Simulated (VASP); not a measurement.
Hf5N4, 9 atoms in the cell. The cell holds a slab with vacuum, 9 atoms: a = 3.183 Å, b = 3.183 Å, c = 25.396 Å, α = 90.00°, β = 90.00°, γ = 120.00°. 

```yaml
Program: VASP 6.6.1
Task: single point
Functional: PBEsol
Potentials_or_basis: VASP PAW PBE potentials, release 64 (Hf_pv, N)
Cutoff: 520 eV
k_mesh: 12 × 12 × 1
Occupations: gaussian, width 0.1 eV
Spin: no spin polarisation
Dipole_correction: yes
Further_INCAR_settings: ALGO = Normal; EDIFF = 1e-07; NBANDS = 45
```

Potentials or basis: VASP PAW PBE potentials, release 64 (Hf_pv, N).

Launch:

```console
$ cat potpaw_PBE.64/Hf_pv/POTCAR potpaw_PBE.64/N/POTCAR > POTCAR
$ mpirun -np 1 vasp_std > vasp.out
```

Hardware: 1 thread of AMD EPYC 9R45 96-Core Processor (Zen 5) (shared host).

**Question.** Estimate the wall time of this run.

**Answer.** It took 4.3 min on 1 thread of AMD EPYC 9R45 96-Core Processor (Zen 5) (shared host), peak memory 0.37 GiB. Counts: scf iterations 36, k points 19.
